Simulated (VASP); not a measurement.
Input of a VASP 6.6.1 run:

Contents of INCAR:

```
PREC     = Accurate       # precision mode
ENCUT    = 520            # plane-wave cutoff, eV
EDIFF    = 1E-6           # SCF threshold, eV
ISMEAR   = -1             # smearing method
SIGMA    = 0.1            # smearing width, eV
LREAL    = F              # projectors in reciprocal space
LASPH    = T              # aspherical terms in the spheres
NELM     = 100            # most SCF steps
ALGO     = Normal         # electronic algorithm
ISIF     = 2              # what is computed and relaxed
LWAVE    = F              # write WAVECAR
LCHARG   = F              # write CHGCAR
GGA      = PE             # functional
NBANDS   = 19             # bands
```

Contents of KPOINTS:

```
regular mesh
0
Gamma
  14 14 14
```

Contents of POSCAR:

```
Hg
1.0
   -2.2339560455      2.2339560455      1.1605953146
    2.2339560455     -2.2339560455      1.1605953146
    2.2339560455      2.2339560455     -1.1605953146
Hg
2
Direct
   -0.3750000000     -0.1250000000     -0.2500000000
    0.3750000000      0.1250000000      0.2500000000
```

Potentials or basis: VASP PAW PBE potentials, release 64 (Hg).

The run is started by

```bash
$ cat potpaw_PBE.64/Hg/POTCAR > POTCAR
$ mpirun -np 1 vasp_std > vasp.out
```

Problem. What does it give for the pressure?

Solution. 374.1 GPa.

Problem. Estimate the band gap on the k mesh.

Solution. Zero (bands 12 and 13 overlap by 6.82 eV).

Stress tensor (GPa, compression positive):
```
373.71   0.00   0.00
  0.00 373.71   0.00
  0.00   0.00 374.77
```

Caveat: the cell stands under pressure; spin-orbit coupling is left out, which moves the levels of the heavy elements.
